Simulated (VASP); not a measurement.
Crystal: LiFeAs.

```
As Fe Li
1.0
     3.76780    0.00000    0.00000
     0.00000    3.76780    0.00000
     0.00000    0.00000    6.31510
As Fe Li
2 2 2
Direct
  0.50000 0.00000 0.23626
  0.00000 0.50000 0.76374
  0.00000 0.00000 0.00000
  0.50000 0.50000 0.00000
  0.50000 0.00000 0.65500
  0.00000 0.50000 0.34500
```

Base run:

- Program: VASP 6.6.1
- Functional: LDA
- Potentials or basis: VASP PAW LDA potentials, release 64 (As, Fe, Li_sv)
- Cutoff: 520 eV
- k mesh: 6 × 6 × 4
- Occupations: fermi-dirac, width 0.05 eV
- Spin: collinear spin, ferromagnetic start
- Starting moments: [0.0, 0.0, 4.0, 4.0, 0.0, 0.0] μB
- Hubbard terms: Fe d U = 4.5 eV

Its results: net moment 6.35 μB per cell; site moments As -0.01; Fe +3.15; Li -0.00 μB; largest force 1.293 eV/Å.

**Question.** The run is repeated on the same cell with these changes: spin from collinear spin, ferromagnetic start to collinear spin, antiferromagnetic start; moments at the start from [0.0, 0.0, 4.0, 4.0, 0.0, 0.0] to [0.0, 0.0, 4.0, -4.0, 0.0, 0.0]. What comes out?

**Answer.** Net moment 0.00 μB per cell; site moments As +0.00; Fe +2.97, -2.97; Li +0.00 μB; largest force 0.402 eV/Å.

Caveats: the U is typed as a test and isn't derived for this compound; the run started ferromagnetic, and an antiferromagnetic order may lie lower in energy (at least some runs); forces of over 1 eV/Å act on the atoms, so gaps and moduli don't describe the material at rest (at least some runs); the antiferromagnetic order is the one typed at the start, and another may lie lower (at least some runs).
